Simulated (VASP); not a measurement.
Crystal: CoO.

```
CELL_PARAMETERS angstrom
-1.50800 1.50800 2.10725
1.50800 -1.50800 2.10725
1.50800 1.50800 -2.10725
ATOMIC_POSITIONS crystal
Co 0.00000 0.00000 0.00000
O 0.50000 0.50000 0.00000
```

Base run:

| Item | Value |
| --- | --- |
| Program | VASP 6.6.1 |
| Functional | PBEsol |
| Potentials or basis | VASP PAW PBE potentials, release 64 (Co, O) |
| Cutoff | 520 eV |
| k mesh | 10 × 10 × 10 |
| Occupations | gaussian, width 0.1 eV |
| Spin | collinear spin, ferromagnetic start |
| Starting moments | [2.74, 0.38] μB |

Its results: pressure -9.8 GPa; net moment 2.92 μB per cell; site moments Co +2.56; O +0.32 μB.

Q: The run is repeated on the same cell with these changes: k mesh from 10 × 10 × 10 to 1 × 1 × 1. What comes out?

A: Pressure 11.6 GPa; net moment 3.00 μB per cell; site moments Co +2.13; O +0.63 μB.

Caveats: some runs use coarse meshes; the PAW data sets were made with another functional, which shifts forces and pressure a little; a cell with one magnetic atom can't hold antiferromagnetic order, which such compounds often take.
